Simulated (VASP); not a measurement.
# ZnS (P6_3mc) in VASP: electric field gradients with PBE

Aim: the electric field gradients of ZnS with PBE.

Everything below comes from runs of VASP 6.6.1. Logs are shortened: lines on timing, memory, paths and dates and some standing lists are left out, and cuts for length are marked.

## Step 1: The cell of the first run

Symmetry: P6_3mc, No. 186, hexagonal system. Conventional cell: a = 3.808 Å, b = 3.808 Å, c = 24.891 Å, α = 90.00°, β = 90.00°, γ = 120.00°. Within 3.1 Å of Zn (site symmetry 3m) lie 4 S at 2.33 to 2.34 Å. Within 3.1 Å of Zn (site symmetry 3m) lie 4 S at 2.33 Å. Within 3.1 Å of Zn (site symmetry 3m) lie 4 S at 2.33 Å. Within 3.1 Å of Zn (site symmetry 3m) lie 4 S at 2.33 Å. S (site symmetry 3m) has 4 Zn at 2.33 Å within 3.1 Å. Within 3.1 Å of S (site symmetry 3m) lie 4 Zn at 2.33 Å. S (site symmetry 3m) has 4 Zn at 2.33 Å within 3.1 Å. Within 3.1 Å of S (site symmetry 3m) lie 4 Zn at 2.33 to 2.34 Å.

## Step 2: Electric field gradients, PBE

Contents of INCAR:

```
PREC = Accurate ; ENCUT = 520
EDIFF = 1E-8 ; ISMEAR = -1
SIGMA = 0.02 ; LREAL = Auto
LASPH = T ; NELM = 60
ALGO = Normal ; ISIF = 2
LWAVE = F ; LCHARG = F
GGA = PE ; LEFG = T
NBANDS = 86
```

Contents of KPOINTS:

```
Automatic mesh
0
Gamma
  8 8 2
```

Contents of POSCAR:

```
ZnS
1.0
    3.8083864859      0.0000000000      0.0000000000
   -1.9041932429      3.2981594442      0.0000000000
    0.0000000000      0.0000000000     24.8909590100
Zn S
8 8
Direct
    0.3333333333      0.6666666667      0.7499129200
    0.3333333333      0.6666666667      0.1247858200
    0.0000000000      0.0000000000      0.0000428700
    0.6666666667      0.3333333333      0.8753247300
    0.6666666667      0.3333333333      0.2499129200
    0.3333333333      0.6666666667      0.3753247300
    0.0000000000      0.0000000000      0.5000428700
    0.6666666667      0.3333333333      0.6247858200
    0.0000000000      0.0000000000      0.5937127400
    0.6666666667      0.3333333333      0.9689881200
    0.3333333333      0.6666666667      0.2185024700
    0.6666666667      0.3333333333      0.3439283300
    0.3333333333      0.6666666667      0.8439283300
    0.3333333333      0.6666666667      0.4689881200
    0.6666666667      0.3333333333      0.7185024700
    0.0000000000      0.0000000000      0.0937127400
```

Potentials or basis: VASP PAW PBE potentials, release 64 (Zn, S).

Command:

```console
cat potpaw_PBE.64/Zn/POTCAR potpaw_PBE.64/S/POTCAR > POTCAR
mpirun -np 1 vasp_std > vasp.out
```

OUTCAR:

```text
PREC = Accurate
   ENCUT = 520
   EDIFF = 1E-8
   ISMEAR = -1
   LREAL = Auto
   LASPH = T
   NELM = 60
   ISIF = 2
   GGA = PE

 ion  position               nearest neighbor table
   1  0.333  0.667  0.750-  15 2.33  15 2.33  15 2.33  13 2.34
   2  0.333  0.667  0.125-  16 2.33  16 2.33  16 2.33  11 2.33
   3  0.000  0.000  0.000-  10 2.33  10 2.33  10 2.33  16 2.33
   4  0.667  0.333  0.875-  10 2.33  13 2.33  13 2.33  13 2.33
   5  0.667  0.333  0.250-  11 2.33  11 2.33  11 2.33  12 2.34
   6  0.333  0.667  0.375-  14 2.33  12 2.33  12 2.33  12 2.33
[... 8 lines left out ...]
  15  0.667  0.333  0.719-   8 2.33   1 2.33   1 2.33   1 2.33
  16  0.000  0.000  0.094-   2 2.33   2 2.33   2 2.33   3 2.33

  LATTYP: Found a hexagonal cell.
 ALAT       =     3.8083864859
 C/A-ratio  =     6.5358279949

  Lattice vectors:

 A1 = (   3.8083864859,   0.0000000000,   0.0000000000)
 A2 = (  -1.9041932429,   3.2981594442,   0.0000000000)
 A3 = (   0.0000000000,   0.0000000000,  24.8909590100)

Analysis of symmetry for initial positions (statically):
=====================================================================
 Subroutine PRICEL returns:
 Original cell was already a primitive cell.

 Routine SETGRP: Setting up the symmetry group for a
 hexagonal supercell.

 Subroutine GETGRP returns: Found 12 space group operations
 (whereof  6 operations were pure point group operations)
 out of a pool of 24 trial point group operations.

The static configuration has the point symmetry C_3v.
 The point group associated with its full space group is C_6v.

Analysis of symmetry for dynamics (positions and initial velocities):
=====================================================================
 Subroutine PRICEL returns:
 Original cell was already a primitive cell.

 Routine SETGRP: Setting up the symmetry group for a
 hexagonal supercell.

 Subroutine GETGRP returns: Found 12 space group operations
 (whereof  6 operations were pure point group operations)
 out of a pool of 24 trial point group operations.

The dynamic configuration has the point symmetry C_3v.
 The point group associated with its full space group is C_6v.

 Subroutine INISYM returns: Found 12 space group operations
 (whereof  6 operations are pure point group operations),
 and found     1 'primitive' translations

----------------------------------------------------------------------------------------

                                     Primitive cell

  volume of cell :     312.6470

  direct lattice vectors                    reciprocal lattice vectors
     3.808386486  0.000000000  0.000000000     0.262578392  0.151599705  0.000000000
    -1.904193243  3.298159444  0.000000000     0.000000000  0.303199411  0.000000000
     0.000000000  0.000000000 24.890959010     0.000000000  0.000000000  0.040175230

  length of vectors
     3.808386486  3.808386486 24.890959010     0.303199411  0.303199411  0.040175230

  position of ions in fractional coordinates (direct lattice)
     0.333333333  0.666666667  0.749912920
     0.333333333  0.666666667  0.124785820
     0.000000000  0.000000000  0.000042870
     0.666666667  0.333333333  0.875324730
     0.666666667  0.333333333  0.249912920
     0.333333333  0.666666667  0.375324730
[... 8 lines left out ...]
     0.666666667  0.333333333  0.718502470
     0.000000000  0.000000000  0.093712740

  ion indices of the primitive-cell ions
   primitive index   ion index
                 1           1
                 2           2
                 3           3
                 4           4
                 5           5
                 6           6
[... 8 lines left out ...]
                15          15
                16          16

----------------------------------------------------------------------------------------

 KPOINTS: Automatic mesh

Automatic generation of k-mesh.
 Grid dimensions read from file:
 generate k-points for:    8    8    2

 Generating k-lattice:

  Cartesian coordinates                     Fractional coordinates (reciprocal lattice)
     0.032822299  0.018949963  0.000000000     0.125000000 -0.000000000  0.000000000
     0.000000000  0.037899926  0.000000000     0.000000000  0.125000000  0.000000000
     0.000000000  0.000000000  0.020087615     0.000000000  0.000000000  0.500000000

  Length of vectors
     0.037899926  0.037899926  0.020087615

  Shift w.r.t. Gamma in fractional coordinates (k-lattice)
     0.000000000  0.000000000  0.000000000

 Subroutine IBZKPT returns following result:
 ===========================================

 Found     20 irreducible k-points:

 Following reciprocal coordinates:
            Coordinates               Weight
  0.000000  0.000000  0.000000      1.000000
  0.125000  0.000000  0.000000      6.000000
  0.250000  0.000000  0.000000      6.000000
  0.375000  0.000000  0.000000      6.000000
  0.500000  0.000000  0.000000      3.000000
  0.125000  0.125000  0.000000      6.000000
[... 12 lines left out ...]
  0.250000  0.250000  0.500000      6.000000
  0.375000  0.250000  0.500000      6.000000
   k-points           NKPTS =     20   k-points in BZ     NKDIM =     20   number of bands    NBANDS=     86
   number of dos      NEDOS =    301   number of ions     NIONS =     16
   total plane-waves  NPLWV = 150528
   dimension x,y,z NGX =    28 NGY =   28 NGZ =  192
   dimension x,y,z NGXF=    56 NGYF=   56 NGZF=  384
   ions per type =               8   8
   NGX,Y,Z   is equivalent  to a cutoff of  12.22, 12.22, 12.82 a.u.
   NGXF,Y,Z  is equivalent  to a cutoff of  24.45, 24.45, 25.65 a.u.
 SYSTEM =  unknown system
   PREC   = accura    normal or accurate (medium, high low for compatibility)
   ISTART =      0    job   : 0-new  1-cont  2-samecut
   ICHARG =      2    charge: 1-file 2-atom 10-const
   ISPIN  =      1    spin polarized calculation?
   LNONCOLLINEAR =      F non collinear calculations
   LSORBIT =      F    spin-orbit coupling
   LASPH  =      T    aspherical Exc in radial PAW
   ENCUT  =  520.0 eV  38.22 Ry    6.18 a.u.   7.08  7.08 46.28*2*pi/ulx,y,z
   NELM   =     60;   NELMIN=  2; NELMDL= -5     # of ELM steps
   EDIFF  = 0.1E-07   stopping-criterion for ELM
   LREAL  =      T    real-space projection
   EDIFFG = 0.1E-06   stopping-criterion for IOM
   NSW    =      0    number of steps for IOM
   IBRION =     -1    ionic relax: 0-MD 1-quasi-New 2-CG
   NFREE  =      0    steps in history (QN), initial steepest desc. (CG)
   ISIF   =      2    stress and relaxation
   ISYM   =      2    0-nonsym 1-usesym 2-fastsym
   POTIM  = 0.5000    time-step for ionic-motion
   TEBEG  =    0.0;   TEEND  =   0.0 temperature during run
   PSTRESS=    0.0 pullay stress
   NELECT =     144.0000    total number of electrons
   NUPDOWN=      -1.0000    fix difference up-down
   EMIN   =  10.00;   EMAX   =-10.00  energy-range for DOS
   EFERMI =   0.00;   METHOD = LEGACY
   ISMEAR =    -1;   SIGMA  =   0.02  broadening in eV -4-tet -1-fermi 0-gaus
   EFERMI_NEDOS =   21; number of points for ismear=-14 and -15
   IALGO  =     38    algorithm
   IMIX   =      4    mixing-type and parameters
     AMIX     =   0.40;   BMIX     =  1.00
     AMIX_MAG =   1.60;   BMIX_MAG =  1.00
  volume/ion in A,a.u.               =      19.54       131.87
  Fermi-wavevector in a.u.,A,eV,Ry     =   1.264283  2.389148 21.747702  1.598411
  Thomas-Fermi vector in A             =   2.397596
   LORBIT       =      0    0 simple, 1 ext, 2 COOP (PROOUT), +10 PAW based schemes
   GGA     = PE    functional components
   LHFCALC =     F    Hartree Fock is set to
   AEXX    =    0.0000 exact exchange contribution
   IVDW    =     0    specifies the selected vdW correction
   LEPSILON=     F    determine dielectric tensor
   LRPA    =     F    only Hartree local field effects (RPA)
 non-spin polarized calculation
  energy-cutoff  :      520.00
  volume of cell :      312.65
 maximum number of plane-waves:      8459
   NGX = 15   NGY = 15   NGZ = 93

 number of electron     143.9999924 magnetization

 Free energy of the ion-electron system (eV)
  ---------------------------------------------------
  ext. energy  EPLUGINS =         0.00000000
  ---------------------------------------------------
  free energy    TOTEN  =       -54.73118068 eV

  energy without entropy =      -54.73118068  energy(sigma->0) =      -54.73118068

 E-fermi :   2.6117     XC(G=0):  -9.6733

 val. band max:        2.1994570499   @ k =   0.0000   0.0000   0.0000
 cond. band min:       4.3736728704   @ k =   0.0000   0.0000   0.0000
 fundamental gap:      2.1742158205
 Fermi energy:         2.6116775934

 k-point     1 :       0.0000    0.0000    0.0000
  band No.  band energies     occupation
      1     -11.0142      2.00000
      2     -10.9067      2.00000
      3     -10.8827      2.00000
      4     -10.5894      2.00000
      5     -10.5769      2.00000
      6     -10.2393      2.00000
[... 1729 lines left out ...]
     83       8.1857      0.00000
     84       8.1857      0.00000
 [bands above 84 left out]

------------------------ aborting loop because EDIFF is reached ----------------------------------------

  FORCE on cell =-STRESS in cart. coord.  units (eV):
  Direction    XX          YY          ZZ          XY          YZ          ZX
  --------------------------------------------------------------------------------------
  -------------------------------------------------------------------------------------
  Total        4.8865795      4.8865795      4.9314646      0.0000000      0.0000000      0.0000000
  in kB       25.0415532     25.0415532     25.2715692      0.0000000      0.0000000      0.0000000
  external PRESSURE =      25.1182252 kB  Pullay stress =       0.0000000 kB

 VOLUME and BASIS-vectors are now :
 -----------------------------------------------------------------------------
  energy-cutoff  :      520.00
  volume of cell :      312.65
      direct lattice vectors                 reciprocal lattice vectors
     3.808386486  0.000000000  0.000000000     0.262578392  0.151599705  0.000000000
    -1.904193243  3.298159444  0.000000000     0.000000000  0.303199411  0.000000000
     0.000000000  0.000000000 24.890959010     0.000000000  0.000000000  0.040175230

 POSITION                                       TOTAL-FORCE (eV/Angst)
 -----------------------------------------------------------------------------------
     -0.00000      2.19877     18.66605        -0.000000      0.000000      0.019827
     -0.00000      2.19877      3.10604        -0.000000      0.000000      0.014730
      0.00000      0.00000      0.00107         0.000000      0.000000      0.007141
      1.90419      1.09939     21.78767        -0.000000     -0.000000     -0.017661
      1.90419      1.09939      6.22057         0.000000     -0.000000      0.019827
     -0.00000      2.19877      9.34219         0.000000     -0.000000     -0.017661
[... 8 lines left out ...]
      1.90419      1.09939     17.88422         0.000000     -0.000000      0.009155
      0.00000      0.00000      2.33260         0.000000     -0.000000     -0.003664
 -----------------------------------------------------------------------------------
    total drift:                               -0.000002     -0.000004      0.002107

  FREE ENERGIE OF THE ION-ELECTRON SYSTEM (eV)
  ---------------------------------------------------
  free  energy   TOTEN  =       -54.7311806793 eV

  energy  without entropy=      -54.7311806793  energy(sigma->0) =      -54.73118068

 Electric field gradients (V/A^2)
---------------------------------------------------------------------
 ion       V_xx      V_yy      V_zz      V_xy      V_xz      V_yz
---------------------------------------------------------------------
   1      -0.019    -0.013     0.032     0.006     0.000    -0.000
   2      -0.354    -0.347     0.701     0.006     0.000    -0.000
   3      -0.167    -0.166     0.333     0.001     0.000    -0.000
   4      -0.133    -0.126     0.259     0.006     0.000    -0.000
   5      -0.019    -0.013     0.032     0.006    -0.000     0.000
   6      -0.133    -0.126     0.259     0.006    -0.000     0.000
[... 8 lines left out ...]
  15      -0.397    -0.398     0.795    -0.000    -0.000     0.000
  16       0.270     0.271    -0.541     0.001     0.000    -0.000
---------------------------------------------------------------------

 Electric field gradients after diagonalization (V/A^2)
 (convention: |V_zz| > |V_xx| > |V_yy|)
----------------------------------------------------------------------
 ion       V_xx      V_yy      V_zz     asymmetry (V_yy - V_xx)/ V_zz
----------------------------------------------------------------------
   1      -0.022    -0.009     0.032       0.410
   2      -0.357    -0.344     0.701       0.018
   3      -0.167    -0.166     0.333       0.005
   4      -0.136    -0.123     0.259       0.050
   5      -0.022    -0.009     0.032       0.410
   6      -0.136    -0.123     0.259       0.050
[... 8 lines left out ...]
  15      -0.398    -0.397     0.795       0.001
  16       0.271     0.270    -0.541       0.002
----------------------------------------------------------------------

           NMR quadrupolar parameters

 Cq : quadrupolar parameter    Cq=e*Q*V_zz/h
 eta: asymmetry parameters     (V_yy - V_xx)/ V_zz
 Q  : nuclear electric quadrupole moment in mb (millibarn)
----------------------------------------------------------------------
 ion       Cq(MHz)       eta       Q (mb)
----------------------------------------------------------------------
   1       0.000       0.410       1.000
   2       0.002       0.018       1.000
   3       0.001       0.005       1.000
   4       0.001       0.050       1.000
   5       0.000       0.410       1.000
   6       0.001       0.050       1.000
[... 8 lines left out ...]
  15       0.002       0.001       1.000
  16      -0.001       0.002       1.000
----------------------------------------------------------------------
```

It took 18 min on 1 thread of AMD EPYC 9R45 (Zen 5), shared host; peak memory 0.54 GiB.

Results:

| Item | Value |
| --- | --- |
| Free energy | -54.7312 eV |
| Pressure | 2.5 GPa |
| Largest force | 0.021 eV/Å |
| Band gap on the k mesh | 2.17 eV |
| Largest electric field gradient by atom | Zn +0.0, +0.7, +0.3 (each value once); S -0.5, -0.3, +0.8, +2.2 (each value once) V/Å² |

Forces in eV/Å, atoms in the order of the input:
```
Zn   0.000  0.000  0.020
Zn   0.000  0.000  0.015
Zn   0.000  0.000  0.007
Zn   0.000  0.000 -0.018
Zn   0.000  0.000  0.020
Zn   0.000  0.000 -0.018
Zn   0.000  0.000  0.007
Zn   0.000  0.000  0.015
S    0.000  0.000 -0.004
S    0.000  0.000 -0.021
S    0.000  0.000  0.009
S    0.000  0.000 -0.009
S    0.000  0.000 -0.009
S    0.000  0.000 -0.021
S    0.000  0.000  0.009
S    0.000  0.000 -0.004
```

Levels at points of the mesh, in eV from the valence-band top:
```
           k point  band 68  band 69  band 70  band 71  band 72  band 73  band 74  band 75  band 76  band 77
(0.00, 0.00, 0.00)    -0.14    -0.14    -0.02     0.00     0.00     2.17     2.97     3.05     3.26     3.32
(0.50, 0.00, 0.00)    -1.29    -1.12    -1.11    -1.03    -0.88     3.33     3.36     3.69     3.83     3.91
(0.00, 0.00, 0.50)    -0.30    -0.04    -0.04    -0.04    -0.04     2.47     2.47     3.28     3.28     3.38
(0.50, 0.00, 0.50)    -1.36    -1.14    -1.14    -0.95    -0.95     3.46     3.46     3.59     3.59     3.92
```

Electric field gradients, principal values (V/Å²):
| atom | least | middle | greatest (by size) |
| --- | --- | --- | --- |
| 1 Zn | -0.009 | -0.022 | 0.032 |
| 2 Zn | -0.344 | -0.357 | 0.701 |
| 3 Zn | -0.166 | -0.167 | 0.333 |
| 4 Zn | -0.123 | -0.136 | 0.259 |
| 5 Zn | -0.009 | -0.022 | 0.032 |
| 6 Zn | -0.123 | -0.136 | 0.259 |
| 7 Zn | -0.166 | -0.167 | 0.333 |
| 8 Zn | -0.344 | -0.357 | 0.701 |
| 9 S | 0.270 | 0.271 | -0.541 |
| 10 S | 0.147 | 0.148 | -0.295 |
| 11 S | -0.397 | -0.398 | 0.795 |
| 12 S | -1.113 | -1.114 | 2.226 |
| 13 S | -1.113 | -1.114 | 2.226 |
| 14 S | 0.147 | 0.148 | -0.295 |
| 15 S | -0.397 | -0.398 | 0.795 |
| 16 S | 0.270 | 0.271 | -0.541 |

Caveat: without QUAD_EFG the Cq values of the log hold for a quadrupole moment of 1 mb, not for the nuclei. A k mesh can miss the band edges.
